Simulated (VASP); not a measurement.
A run of VASP 6.6.1 is set up as follows.

File INCAR:

```
SYSTEM = B
PREC = Accurate
ENCUT = 520
EDIFF = 1E-6
ISMEAR = -1
SIGMA = 0.1
LREAL = .False.
LASPH = .True.
NELM = 100
ALGO = Normal
ISIF = 2
LWAVE = .False.
LCHARG = .False.
GGA = PE
NBANDS = 8
```

KPOINTS

```
Automatic mesh
0
Gamma
  22 22 22
  0 0 0
```

POSCAR

```
B
1.0
   -0.9625452354      0.9625452354      0.9625452354
    0.9625452354     -0.9625452354      0.9625452354
    0.9625452354      0.9625452354     -0.9625452354
B
1
Direct
    0.0000000000      0.0000000000      0.0000000000
```

Potentials or basis: VASP PAW PBE potentials, release 64 (B).

Command:

```console
$ cat potpaw_PBE.64/B/POTCAR > POTCAR
$ mpirun -np 1 vasp_std > vasp.out
```

Q: Estimate the pressure.

A: 344.8 GPa.
